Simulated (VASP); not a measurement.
# Co in VASP: notebook

The runs below take Co through single point, relaxation of shape and atoms at fixed volume, relaxation of cell and atoms, with PBEsol.

Program: VASP 6.6.1. These are calculated values, not measurements. Logs are shortened: lines on timing, memory, paths and dates and some standing lists are left out, and cuts for length are marked.

### Step 1. The cell of the first run

Symmetry: P6_3/mmc, No. 194, hexagonal system. Conventional cell: a = 2.456 Å, b = 2.456 Å, c = 3.969 Å, α = 90.00°, β = 90.00°, γ = 120.00°. Co (site symmetry -6m2) has 12 Co at 2.44 to 2.46 Å within 3.2 Å.

### Step 2. Single point, PBEsol, collinear spin, ferromagnetic start

INCAR

```
SYSTEM = Co
PREC = Accurate
ENCUT = 520
EDIFF = 1E-6
ISMEAR = 0
SIGMA = 0.1
LREAL = .FALSE.
LASPH = .TRUE.
NELM = 150
ALGO = Fast
ISIF = 2
LWAVE = .FALSE.
LCHARG = .FALSE.
ISPIN = 2
MAGMOM = 1.78 1.78
LORBIT = 11
LMAXMIX = 4
GGA = PS
NBANDS = 20
```

KPOINTS

```
Automatic mesh
0
G
  18 18 10
  0 0 0
```

POSCAR

```
Co
1.0
    2.4564188984      0.0000000000      0.0000000000
   -1.2282094492      2.1273211683      0.0000000000
    0.0000000000      0.0000000000      3.9694711002
Co
2
Direct
    0.6666666667      0.3333333333      0.2500068659
    0.3333333333      0.6666666667      0.7499931341
```

Potentials or basis: VASP PAW PBE potentials, release 64 (Co).

The run is started by

```
$ cat potpaw_PBE.64/Co/POTCAR > POTCAR
$ mpirun -np 1 vasp_std > vasp.out
```

OUTCAR:

```text
SYSTEM = Co
   PREC = Accurate
   ENCUT = 520
   EDIFF = 1E-6
   ISMEAR = 0
   LREAL = .FALSE.
   LASPH = .TRUE.
   NELM = 150
   ISIF = 2
   ISPIN = 2
   LORBIT = 11
   GGA = PS

 ion  position               nearest neighbor table
   1  0.667  0.333  0.250-   2 2.44   2 2.44   2 2.44   2 2.44   2 2.44   2 2.44
   2  0.333  0.667  0.750-   1 2.44   1 2.44   1 2.44   1 2.44   1 2.44   1 2.44

  LATTYP: Found a hexagonal cell.
 ALAT       =     2.4564188984
 C/A-ratio  =     1.6159585414

  Lattice vectors:

 A1 = (   2.4564188984,   0.0000000000,   0.0000000000)
 A2 = (  -1.2282094492,   2.1273211683,   0.0000000000)
 A3 = (   0.0000000000,   0.0000000000,   3.9694711002)

Analysis of symmetry for initial positions (statically):
=====================================================================
 Subroutine PRICEL returns:
 Original cell was already a primitive cell.

 Routine SETGRP: Setting up the symmetry group for a
 hexagonal supercell.

 Subroutine GETGRP returns: Found 12 space group operations
 (whereof 12 operations were pure point group operations)
 out of a pool of 24 trial point group operations.

The static configuration has the point symmetry D_3d.

Analysis of symmetry for dynamics (positions and initial velocities):
=====================================================================
 Subroutine PRICEL returns:
 Original cell was already a primitive cell.

 Routine SETGRP: Setting up the symmetry group for a
 hexagonal supercell.

 Subroutine GETGRP returns: Found 12 space group operations
 (whereof 12 operations were pure point group operations)
 out of a pool of 24 trial point group operations.

The dynamic configuration has the point symmetry D_3d.

Analysis of structural, dynamic, and magnetic symmetry:
=====================================================================
 Subroutine PRICEL returns:
 Original cell was already a primitive cell.

 Routine SETGRP: Setting up the symmetry group for a
 hexagonal supercell.

 Subroutine GETGRP returns: Found 12 space group operations
 (whereof 12 operations were pure point group operations)
 out of a pool of 24 trial point group operations.

The overall configuration has the point symmetry D_3d.

 Subroutine INISYM returns: Found 12 space group operations
 (whereof 12 operations are pure point group operations),
 and found     1 'primitive' translations

----------------------------------------------------------------------------------------

                                     Primitive cell

  volume of cell :      20.7428

  direct lattice vectors                    reciprocal lattice vectors
     2.456418898  0.000000000  0.000000000     0.407096689  0.235037383  0.000000000
    -1.228209449  2.127321168  0.000000000     0.000000000  0.470074766  0.000000000
     0.000000000  0.000000000  3.969471100     0.000000000  0.000000000  0.251922731

  length of vectors
     2.456418898  2.456418898  3.969471100     0.470074766  0.470074766  0.251922731

  position of ions in fractional coordinates (direct lattice)
     0.666666667  0.333333333  0.250006866
     0.333333333  0.666666667  0.749993134

  ion indices of the primitive-cell ions
   primitive index   ion index
                 1           1
                 2           2

----------------------------------------------------------------------------------------

 KPOINTS: Automatic mesh

Automatic generation of k-mesh.
 Grid dimensions read from file:
 generate k-points for:   18   18   10

 Generating k-lattice:

  Cartesian coordinates                     Fractional coordinates (reciprocal lattice)
     0.022616483  0.013057632  0.000000000     0.055555556  0.000000000  0.000000000
     0.000000000  0.026115265  0.000000000     0.000000000  0.055555556  0.000000000
     0.000000000  0.000000000  0.025192273     0.000000000  0.000000000  0.100000000

  Length of vectors
     0.026115265  0.026115265  0.025192273

  Shift w.r.t. Gamma in fractional coordinates (k-lattice)
     0.000000000  0.000000000  0.000000000

 Subroutine IBZKPT returns following result:
 ===========================================

 Found    330 irreducible k-points:

 Following reciprocal coordinates:
            Coordinates               Weight
  0.000000  0.000000  0.000000      1.000000
  0.055556 -0.000000  0.000000      6.000000
  0.111111 -0.000000  0.000000      6.000000
  0.166667 -0.000000  0.000000      6.000000
  0.222222 -0.000000  0.000000      6.000000
  0.277778 -0.000000  0.000000      6.000000
[... 16 lines left out ...]
  0.333333  0.111111  0.000000     12.000000
  0.388889  0.111111  0.000000     12.000000
 [... further k-points ...]
   k-points           NKPTS =    330   k-points in BZ     NKDIM =    330   number of bands    NBANDS=     20
   number of dos      NEDOS =    301   number of ions     NIONS =      2
   total plane-waves  NPLWV =   9720
   dimension x,y,z NGX =    18 NGY =   18 NGZ =   30
   dimension x,y,z NGXF=    36 NGYF=   36 NGZF=   60
   ions per type =               2
   NGX,Y,Z   is equivalent  to a cutoff of  12.18, 12.18, 12.56 a.u.
   NGXF,Y,Z  is equivalent  to a cutoff of  24.36, 24.36, 25.13 a.u.
 SYSTEM =  Co
   PREC   = accura    normal or accurate (medium, high low for compatibility)
   ISTART =      0    job   : 0-new  1-cont  2-samecut
   ICHARG =      2    charge: 1-file 2-atom 10-const
   ISPIN  =      2    spin polarized calculation?
   LNONCOLLINEAR =      F non collinear calculations
   LSORBIT =      F    spin-orbit coupling
   LASPH  =      T    aspherical Exc in radial PAW
   ENCUT  =  520.0 eV  38.22 Ry    6.18 a.u.   4.57  4.57  7.38*2*pi/ulx,y,z
   NELM   =    150;   NELMIN=  2; NELMDL= -5     # of ELM steps
   EDIFF  = 0.1E-05   stopping-criterion for ELM
   LREAL  =      F    real-space projection
   EDIFFG = 0.1E-04   stopping-criterion for IOM
   NSW    =      0    number of steps for IOM
   IBRION =     -1    ionic relax: 0-MD 1-quasi-New 2-CG
   NFREE  =      0    steps in history (QN), initial steepest desc. (CG)
   ISIF   =      2    stress and relaxation
   ISYM   =      2    0-nonsym 1-usesym 2-fastsym
   POTIM  = 0.5000    time-step for ionic-motion
   TEBEG  =    0.0;   TEEND  =   0.0 temperature during run
   PSTRESS=    0.0 pullay stress
   NELECT =      18.0000    total number of electrons
   NUPDOWN=      -1.0000    fix difference up-down
   EMIN   =  10.00;   EMAX   =-10.00  energy-range for DOS
   EFERMI =   0.00;   METHOD = LEGACY
   ISMEAR =     0;   SIGMA  =   0.10  broadening in eV -4-tet -1-fermi 0-gaus
   EFERMI_NEDOS =   21; number of points for ismear=-14 and -15
   IALGO  =     68    algorithm
   IMIX   =      4    mixing-type and parameters
     AMIX     =   0.40;   BMIX     =  1.00
     AMIX_MAG =   1.60;   BMIX_MAG =  1.00
  volume/ion in A,a.u.               =      10.37        69.99
  Fermi-wavevector in a.u.,A,eV,Ry     =   1.561503  2.950814 33.174992  2.438293
  Thomas-Fermi vector in A             =   2.664559
   LORBIT       =     11    0 simple, 1 ext, 2 COOP (PROOUT), +10 PAW based schemes
   GGA     = PS    functional components
   LHFCALC =     F    Hartree Fock is set to
   AEXX    =    0.0000 exact exchange contribution
   IVDW    =     0    specifies the selected vdW correction
   LEPSILON=     F    determine dielectric tensor
   LRPA    =     F    only Hartree local field effects (RPA)
 spin polarized calculation
 RMM-DIIS sequential band-by-band and
 Gauss-broadening in eV      SIGMA  =   0.10
  energy-cutoff  :      520.00
  volume of cell :       20.74
 maximum number of plane-waves:       576
   NGX =  9   NGY =  9   NGZ = 15

 number of electron      17.9999973 magnetization       3.1366233

 Free energy of the ion-electron system (eV)
  ---------------------------------------------------
  ext. energy  EPLUGINS =         0.00000000
  ---------------------------------------------------
  free energy    TOTEN  =       -15.47837534 eV

  energy without entropy =      -15.46982692  energy(sigma->0) =      -15.47410113

 E-fermi :  10.7135     XC(G=0): -13.8475

 val. band max:       10.7124902768   @ k =   0.2222   0.1667   0.4000
 cond. band min:      10.7146699627   @ k =   0.2222   0.2222   0.4000
 fundamental gap:      0.0021796859
 Fermi energy:        10.7134804407

 spin component 1

 k-point     1 :       0.0000    0.0000    0.0000
  band No.  band energies     occupation
      1       1.4827      1.00000
      2       5.3632      1.00000
      3       8.0718      1.00000
      4       8.0910      1.00000
      5       8.0910      1.00000
      6       8.4309      1.00000
[... 12 lines left out ...]
     19      37.3328      0.00000
     20      37.3328      0.00000
[... 507 lines left out ...]
 k-point    24 :       0.3889    0.1111    0.0000
  band No.  band energies     occupation
      1       5.8576      1.00000
      2       6.0342      1.00000
      3       6.1587      1.00000
      4       7.6891      1.00000
      5       7.8547      1.00000
      6       8.1647      1.00000
[... 12 lines left out ...]
     19      33.9574      0.00000
     20      36.3744      0.00000

 [... further k-points ...]

 spin component 2

 k-point     1 :       0.0000    0.0000    0.0000
  band No.  band energies     occupation
      1       1.5464      1.00000
      2       6.2959      1.00000
      3       9.6489      1.00000
      4       9.6686      1.00000
      5       9.6686      1.00000
      6      10.0617      1.00000
[... 12 lines left out ...]
     19      37.6784      0.00000
     20      37.6784      0.00000
[... 507 lines left out ...]
 k-point    24 :       0.3889    0.1111    0.0000
  band No.  band energies     occupation
      1       6.6343      1.00000
      2       7.2050      1.00000
      3       7.3489      1.00000
      4       8.5055      1.00000
      5       9.3911      1.00000
      6       9.6210      1.00000
[... 12 lines left out ...]
     19      34.3039      0.00000
     20      36.7835      0.00000

 [... further k-points ...]

------------------------ aborting loop because EDIFF is reached ----------------------------------------

  FORCE on cell =-STRESS in cart. coord.  units (eV):
  Direction    XX          YY          ZZ          XY          YZ          ZX
  --------------------------------------------------------------------------------------
  -------------------------------------------------------------------------------------
  Total       -0.1099414     -0.1099414     -0.1279545      0.0000000     -0.0000000      0.0000000
  in kB       -8.4918793     -8.4918793     -9.8832130      0.0000000     -0.0000000      0.0000000
  external PRESSURE =      -8.9556572 kB  Pullay stress =       0.0000000 kB

 VOLUME and BASIS-vectors are now :
 -----------------------------------------------------------------------------
  energy-cutoff  :      520.00
  volume of cell :       20.74
      direct lattice vectors                 reciprocal lattice vectors
     2.456418898  0.000000000  0.000000000     0.407096689  0.235037383  0.000000000
    -1.228209449  2.127321168  0.000000000     0.000000000  0.470074766  0.000000000
     0.000000000  0.000000000  3.969471100     0.000000000  0.000000000  0.251922731

 POSITION                                       TOTAL-FORCE (eV/Angst)
 -----------------------------------------------------------------------------------
      1.22821      0.70911      0.99240         0.000000      0.000000     -0.000405
     -0.00000      1.41821      2.97708        -0.000000      0.000000      0.000405
 -----------------------------------------------------------------------------------
    total drift:                                0.000000     -0.000000     -0.000000

  FREE ENERGIE OF THE ION-ELECTRON SYSTEM (eV)
  ---------------------------------------------------
  free  energy   TOTEN  =       -15.4783753381 eV

  energy  without entropy=      -15.4698269246  energy(sigma->0) =      -15.47410113

 total charge

# of ion       s       p       d       tot
------------------------------------------
    1        0.508   0.565   7.290   8.363
    2        0.508   0.565   7.290   8.363
--------------------------------------------------
tot          1.016   1.130  14.580  16.726

 magnetization (x)

# of ion       s       p       d       tot
------------------------------------------
    1       -0.015  -0.053   1.644   1.576
    2       -0.015  -0.053   1.644   1.576
--------------------------------------------------
tot         -0.031  -0.105   3.288   3.152
```

Run time: 3.1 min. Hardware: 1 thread of Intel Xeon Platinum 8375C at 2.90GHz (Ice Lake), shared host; peak memory 0.29 GiB.

What came out:

```
Free energy                                           : -15.4784 eV
Pressure                                              : -0.9 GPa
Net moment                                            : 3.14 μB per cell
Site moments                                          : Co +1.58 μB
Valence electrons inside the program's atomic spheres : Co 8.36
```

Caveat: the PAW data sets were made with another functional, which shifts forces and pressure a little.

### Step 3. Relaxation of shape and atoms at fixed volume, PBEsol, collinear spin, ferromagnetic start (10.06 Å³/atom)

This run uses another cell than the first one, of 10.06 Å³/atom.

INCAR

```
PREC = Accurate
ENCUT = 600
EDIFF = 1E-6
ISMEAR = 0
SIGMA = 0.1
LREAL = F
LASPH = T
NELM = 150
ALGO = Normal
ISIF = 4
LWAVE = F
LCHARG = F
ISPIN = 2
MAGMOM = 1.8 1.8
LORBIT = 11
LMAXMIX = 4
GGA = PS
IBRION = 2
NSW = 50
EDIFFG = -0.01
```

KPOINTS

```
regular mesh
0
Gamma
  18 18 10
```

POSCAR

```
Co
1.0
    2.4316048864      0.0000000000      0.0000000000
   -1.2158024432      2.1058316036      0.0000000000
    0.0000000000      0.0000000000      3.9293726800
Co
2
Direct
    0.6666666667      0.3333333333      0.2500068800
    0.3333333333      0.6666666667      0.7499931200
```

Potentials or basis: VASP PAW PBE potentials, release 64 (Co).

The run is started by

```
$ cat potpaw_PBE.64/Co/POTCAR > POTCAR
$ mpirun -np 1 vasp_std > vasp.out
```

Run time: 1.9 min. Hardware: 1 thread of Intel Xeon 6975P-C (Granite Rapids), shared host; peak memory 0.29 GiB.

The run converged. Its results:

| Item | Value |
| --- | --- |
| Free energy | -15.4664 eV |
| Energy gained by relaxing | 0.0 meV/atom |
| Ionic steps | 2 |
| Pressure after relaxing | 7.0 GPa |
| Net moment | 3.10 μB per cell |
| Site moments | Co +1.55 μB |
| Valence electrons inside the program's atomic spheres | Co 8.43 |

Final structure:
```
Co
1.0
     2.43244    0.00000    0.00000
    -1.21622    2.10655    0.00000
     0.00000    0.00000    3.92668
Co
2
Direct
  0.66667 0.33333 0.25000
  0.33333 0.66667 0.75000
```

Levels at points of the mesh, in eV from the Fermi level:
Spin up:
```csv
k point,band 7,band 8,band 9,band 10,band 11,band 12,band 13,band 14,band 15
"(0.00, 0.00, 0.00)",-2.30,-1.91,-1.91,-0.66,-0.66,-0.14,7.08,22.55,25.87
"(0.50, 0.00, 0.00)",-2.20,-0.52,-0.40,-0.35,1.54,3.71,10.29,11.03,13.46
"(0.00, 0.00, 0.50)",-2.74,-2.74,-1.01,-1.01,-1.01,-1.01,15.93,15.93,23.33
"(0.50, 0.00, 0.50)",-0.97,-0.97,-0.42,-0.42,1.71,1.71,7.96,7.96,19.30
```
Spin down:
| k point | band 5 | band 6 | band 7 | band 8 | band 9 | band 10 |
| --- | --- | --- | --- | --- | --- | --- |
| (0.00, 0.00, 0.00) | -1.11 | -0.69 | -0.69 | -0.23 | -0.23 | -0.11 |
| (0.50, 0.00, 0.00) | -1.29 | -1.16 | -0.70 | 1.28 | 1.43 | 1.47 |
| (0.00, 0.00, 0.50) | -1.18 | -1.18 | -1.18 | -1.18 | 0.76 | 0.76 |
| (0.50, 0.00, 0.50) | -0.11 | -0.11 | 0.27 | 0.27 | 1.39 | 1.39 |

Caveat: the PAW data sets were made with another functional, which shifts forces and pressure a little.

### Step 4. Relaxation of cell and atoms, PBEsol, collinear spin, ferromagnetic start

INCAR

```
SYSTEM = Co
PREC     = Accurate       ! precision mode
ENCUT    = 600            ! plane-wave cutoff, eV
EDIFF    = 1E-6           ! SCF threshold, eV
ISMEAR   = 0              ! smearing method
SIGMA    = 0.1            ! smearing width, eV
LREAL    = .False.        ! projectors in reciprocal space
LASPH    = .True.         ! aspherical terms in the spheres
NELM     = 150            ! most SCF steps
ALGO     = Normal         ! electronic algorithm
ISIF     = 3              ! what is computed and relaxed
LWAVE    = .False.        ! write WAVECAR
LCHARG   = .False.        ! write CHGCAR
ISPIN    = 2              ! spin polarisation
MAGMOM   = 1.78 1.78      ! initial moments
LORBIT   = 11             ! projections on sites
LMAXMIX  = 4              ! l up to which the mixer works
GGA      = PS             ! functional
IBRION   = 2              ! ionic algorithm
NSW      = 100            ! ionic steps
EDIFFG   = -0.005         ! ionic threshold
```

KPOINTS

```
regular mesh
0
Gamma
  18 18 10
  0 0 0
```

POSCAR

```
Co
1.0
    2.4572411956      0.0000000000      0.0000000000
   -1.2286205978      2.1280332986      0.0000000000
    0.0000000000      0.0000000000      3.9631831836
Co
2
Direct
    0.6666666667      0.3333333333      0.2500160448
    0.3333333333      0.6666666667      0.7499839552
```

The run is started by

```
$ cat potpaw_PBE.64/Co/POTCAR > POTCAR
$ mpirun -np 1 vasp_std > vasp.out
```

Run time: 15 min. Hardware: 1 thread of Oxide Virtual Turin-like, shared host; peak memory 0.27 GiB.

It converged, with:

```yaml
Free_energy: -15.4782 eV
Relaxed_volume: 10.33 Å³/atom
Relaxed_cell: a = 2.454 Å, b = 2.454 Å, c = 3.962 Å, α = 90.00°, β = 90.00°, γ = 120.00°
Space_group_after_relaxing_to_0.1_Å: P6_3/mmc (No. 194)
Energy_gained_by_relaxing: 0.1 meV/atom
Ionic_steps: 6
Pressure_after_relaxing: 0.0 GPa
Net_moment: 3.13 μB per cell
Site_moments: Co +1.57 μB
Valence_electrons_inside_the_program's_atomic_spheres: Co 8.37
```

Stress tensor (GPa, compression positive):
```
-0.04  0.00  0.00
 0.00 -0.04  0.00
 0.00  0.00  0.07
```

The path:
```tsv
step	energy change (eV)	largest force (eV/Å)	pressure (GPa)	volume (Å³)
1	0.0000	0.0010	-0.81	20.72
2	0.0001	0.0003	1.11	20.57
3	-0.0002	0.0007	0.00	20.66
4	-0.0002	0.0006	0.11	20.65
5	-0.0002	0.0002	-0.12	20.67
6	-0.0002	0.0005	0.00	20.66
```

Final structure:
```cif
data_structure
_symmetry_space_group_name_H-M 'P 1'
_symmetry_Int_Tables_number 1
_cell_length_a 2.4540
_cell_length_b 2.4540
_cell_length_c 3.9620
_cell_angle_alpha 90.000
_cell_angle_beta 90.000
_cell_angle_gamma 120.000
_cell_volume 20.66
loop_
_atom_site_label
_atom_site_type_symbol
_atom_site_fract_x
_atom_site_fract_y
_atom_site_fract_z
_atom_site_occupancy
Co1 Co 0.66667 0.33333 0.25001 1
Co2 Co 0.33333 0.66667 0.74999 1
```

Levels at points of the mesh, in eV from the Fermi level:
Spin up:
```csv
k point,band 7,band 8,band 9,band 10,band 11,band 12,band 13,band 14,band 15
"(0.00, 0.00, 0.00)",-2.28,-1.91,-1.91,-0.71,-0.71,-0.13,6.82,22.32,25.35
"(0.50, 0.00, 0.00)",-2.19,-0.57,-0.46,-0.41,1.45,3.56,10.06,10.77,13.19
"(0.00, 0.00, 0.50)",-2.70,-2.70,-1.05,-1.05,-1.05,-1.05,15.60,15.60,23.08
"(0.50, 0.00, 0.50)",-1.00,-1.00,-0.47,-0.47,1.65,1.65,7.70,7.70,18.93
```
Spin down:
```tsv
k point	band 5	band 6	band 7	band 8	band 9	band 10
(0.00, 0.00, 0.00)	-1.05	-0.66	-0.66	-0.21	-0.21	-0.11
(0.50, 0.00, 0.00)	-1.23	-1.11	-0.67	1.24	1.39	1.42
(0.00, 0.00, 0.50)	-1.12	-1.12	-1.12	-1.12	0.74	0.74
(0.50, 0.00, 0.50)	-0.09	-0.09	0.26	0.26	1.35	1.35
```

Caveat: the PAW data sets were made with another functional, which shifts forces and pressure a little.

### Step 5. The runs side by side

```tsv
task	cell	cutoff (eV)	gap on the mesh (eV)	pressure (GPa)	moment (μB)
single point	a = 2.456, b = 2.456, c = 3.969 Å, angles 90.0, 90.0, 120.0°, 2 atoms	520	none	-0.9	3.14
relaxation of shape and atoms at fixed volume	relaxed from a = 2.432, b = 2.432, c = 3.929 Å, angles 90.0, 90.0, 120.0°, 2 atoms	600	none	7.0	3.10
relaxation of cell and atoms	relaxed from a = 2.457, b = 2.457, c = 3.963 Å, angles 90.0, 90.0, 120.0°, 2 atoms	600	none	0.0	3.13
```

Alike in all rows: level PBEsol; potentials or basis VASP PAW PBE potentials, release 64 (Co); spin collinear, ferromagnetic start; k mesh 18 × 18 × 10; smearing gaussian 0.1 eV.

Caveats: the PAW data sets were made with another functional, which shifts forces and pressure a little.

Absolute energies hang on the potentials; compare differences alone.
